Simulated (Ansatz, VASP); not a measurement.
**Two plane-wave programs on ZnSe**

```
CELL_PARAMETERS angstrom
0.00000 2.83242 2.83242
2.83242 0.00000 2.83242
2.83242 2.83242 0.00000
ATOMIC_POSITIONS crystal
Zn 0.00000 0.00000 0.00000
Se 0.25000 0.25000 0.25000
```

Alike in both runs: task single point; functional PBE-based screened hybrid; k mesh 4 × 4 × 4; no spin polarisation.

|  | VASP | Ansatz |
| --- | --- | --- |
| version | VASP 6.6.1 | Ansatz 0.2.0 |
| potentials or method | VASP PAW PBE potentials, release 64 (Zn, Se) | plane waves |
| plane-wave cutoff (eV) | 520 | 420 |
| occupations | gaussian, width 0.01 eV | fixed |
| valence electrons in the cell | 18 | 28 |

Ansatz gave:

| Quantity | Value |
| --- | --- |
| gap on the k mesh at the Fermi level (eV) | 2.37 |
| pressure (GPa) | 2.0 |

Q: Which values does VASP return?

A: gap on the k mesh at the Fermi level (eV): 2.35; pressure (GPa): 1.8.

VASP's potentials were made for PBE, not for PBE-based screened hybrid. VASP's potentials hold 18 valence electrons a cell and Ansatz's 28, so a difference there can come from the potentials and not from the codes. Ansatz's warnings: stress exchange threshold loose, stress scf threshold loose.

The k mesh is coarse, so the values compare programs but aren't converged.
